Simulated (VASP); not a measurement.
Input of a VASP 6.6.1 run:

The input INCAR:

```
PREC = Accurate
ENCUT = 520
EDIFF = 1E-6
ISMEAR = 0
SIGMA = 0.01
LREAL = F
LASPH = T
NELM = 60
ALGO = Normal
ISIF = 2
LWAVE = F
LCHARG = F
GGA = PS
NBANDS = 15
```

KPOINTS

```
Automatic mesh
0
Gamma
  6 6 6
```

Contents of POSCAR:

```
RbBr
1.0
    0.0000000000      3.4222214040      3.4222214040
    3.4222214040      0.0000000000      3.4222214040
    3.4222214040      3.4222214040      0.0000000000
Rb Br
1 1
Direct
    0.0000000000      0.0000000000      0.0000000000
    0.5000000000      0.5000000000      0.5000000000
```

Potentials or basis: VASP PAW PBE potentials, release 64 (Rb_sv, Br).

Run with:

```console
$ cat potpaw_PBE.64/Rb_sv/POTCAR potpaw_PBE.64/Br/POTCAR > POTCAR
$ mpirun -np 1 vasp_std > vasp.out
```

(1) Predict the band gap on the k mesh.

(2) Estimate the pressure.

Answers

(1) 4.22 eV, direct.

(2) 0.0 GPa.

Caveat: the PAW data sets were made with another functional, which shifts forces and pressure a little.
